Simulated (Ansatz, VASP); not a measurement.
## RbBr in VASP and in Ansatz

Contents of POSCAR:

```
RbBr
1.0
    0.0000000000      3.4608320474      3.4608320474
    3.4608320474      0.0000000000      3.4608320474
    3.4608320474      3.4608320474      0.0000000000
Rb Br
1 1
Direct
    0.0000000000      0.0000000000      0.0000000000
    0.5000000000      0.5000000000      0.5000000000
```

File INCAR.step1:

```
SYSTEM = RbBr
PREC = Accurate
ENCUT = 520
EDIFF = 1E-5
ISMEAR = 0
SIGMA = 0.01
LREAL = .FALSE.
LASPH = .TRUE.
NELM = 100
ALGO = Normal
ISIF = 2
LWAVE = .TRUE.
LCHARG = .FALSE.
NBANDS = 15
GGA = PE
```

INCAR.step2

```
SYSTEM = RbBr
PREC = Accurate
ENCUT = 520
EDIFF = 1E-6
ISMEAR = 0
SIGMA = 0.01
LREAL = .FALSE.
LASPH = .TRUE.
NELM = 100
ALGO = Normal
ISIF = 2
LWAVE = .FALSE.
LCHARG = .FALSE.
GGA = PE
LHFCALC = .TRUE.
HFSCREEN = 0.2079
PRECFOCK = Normal
NBANDS = 15
ISTART = 1
```

Contents of KPOINTS:

```
regular mesh
0
G
  4 4 4
  0 0 0
```

Input for Ansatz:

```yaml
crystal:
  lattice:
    - [0.0, 3.4608320474, 3.4608320474]
    - [3.4608320474, 0.0, 3.4608320474]
    - [3.4608320474, 3.4608320474, 0.0]
  atoms:
    - { symbol: Rb, position: [0.0, 0.0, 0.0] }
    - { symbol: Br, position: [0.5, 0.5, 0.5] }
kpoints:
  mp_grid: { grid: [4, 4, 4] }
  band_path:
    path:
      - [0.0, 0.0, 0.0]
      - [0.5, 0.0, 0.5]
      - [0.625, 0.25, 0.625]
      - [0.375, 0.375, 0.75]
      - [0.5, 0.5, 0.5]
      - [0.5, 0.25, 0.75]
    npoints: 1
hamiltonian:
  xc: hse06
scf:
  occupations: { method: fixed }
  n_extra_bands: 4
output:
  forces: true
  stress: true
  eigenvalues: true
```

Alike in both runs: task single point; functional HSE06; k mesh 4 × 4 × 4; no spin polarisation.

|  | VASP | Ansatz |
| --- | --- | --- |
| version | VASP 6.6.1 | Ansatz 0.2.0 |
| potentials or method | VASP PAW PBE potentials, release 64 (Rb_sv, Br) | plane waves, PAW |
| plane-wave cutoff (eV) | 520 | 420 |
| occupations | gaussian, width 0.01 eV | fixed |
| valence electrons in the cell | 16 | 16 |

|  | VASP | Ansatz | Ansatz less VASP |
| --- | --- | --- | --- |
| gap on the k mesh at the Fermi level (eV) | 5.44 | 5.44 | +0.001 |
| pressure (GPa) | 0.3 | 0.3 | 0.00 |

Ansatz's warnings: stress exchange threshold loose, stress scf threshold loose.
